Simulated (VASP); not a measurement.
Set up this calculation in VASP 6.6.1, as the native input.

```
Task                   : relaxation of cell and atoms
Functional             : PBE
Potentials or basis    : VASP PAW PBE potentials, release 64 (Ge_d)
Cutoff                 : 600 eV
k mesh                 : 6 × 6 × 6
Occupations            : gaussian, width 0.1 eV
Spin                   : no spin polarisation
Dipole correction      : no
Further INCAR settings : ALGO = Normal; EDIFF = 1e-06; IBRION = 2; EDIFFG = -0.01; NSW = 100; ISIF = 3
```

The structure of Ge lies in POSCAR:

```
Ge
1.0
   -4.1448643487      4.1448643487      4.1448643487
    4.1448643487     -4.1448643487      4.1448643487
    4.1448643487      4.1448643487     -4.1448643487
Ge
6
Direct
    0.6250000000      0.2500000000      0.8750000000
    0.8750000000      0.6250000000      0.2500000000
    0.7500000000      0.6250000000      0.8750000000
    0.2500000000      0.8750000000      0.6250000000
    0.8750000000      0.7500000000      0.6250000000
    0.6250000000      0.8750000000      0.7500000000
```

These files were run (other wordings do the same):

INCAR

```
SYSTEM = Ge
PREC = Accurate ; ENCUT = 600
EDIFF = 1E-6 ; ISMEAR = 0
SIGMA = 0.1 ; LREAL = .FALSE.
LASPH = .TRUE. ; NELM = 100
ALGO = Normal ; ISIF = 3
LWAVE = .FALSE. ; LCHARG = .FALSE.
GGA = PE ; IBRION = 2
NSW = 100 ; EDIFFG = -0.01
```

KPOINTS

```
regular mesh
0
G
  6 6 6
  0 0 0
```

Potentials or basis: VASP PAW PBE potentials, release 64 (Ge_d).

Command:

```bash
$ cat potpaw_PBE.64/Ge_d/POTCAR > POTCAR
$ mpirun -np 1 vasp_std > vasp.out
```

Results of the run:

- Relaxed volume: 47.71 Å³/atom
- Relaxed cell: a = 7.191 Å, b = 7.191 Å, c = 7.191 Å, α = 109.47°, β = 109.47°, γ = 109.47°
- Space group after relaxing (to 0.05 Å): I4_132 (No. 214)
- Energy gained by relaxing: 0.1 meV/atom
- Ionic steps: 2
- Pressure after relaxing: 0.0 GPa
- Band gap on the k mesh: zero (band 42 reaches -0.04 eV, above the bottom of band 43 at -0.55 eV)

Wall time 9.2 min on 1 thread of Intel(R) Xeon(R) Platinum 8488C (Sapphire Rapids), with other jobs on the host, peak memory 0.61 GiB.
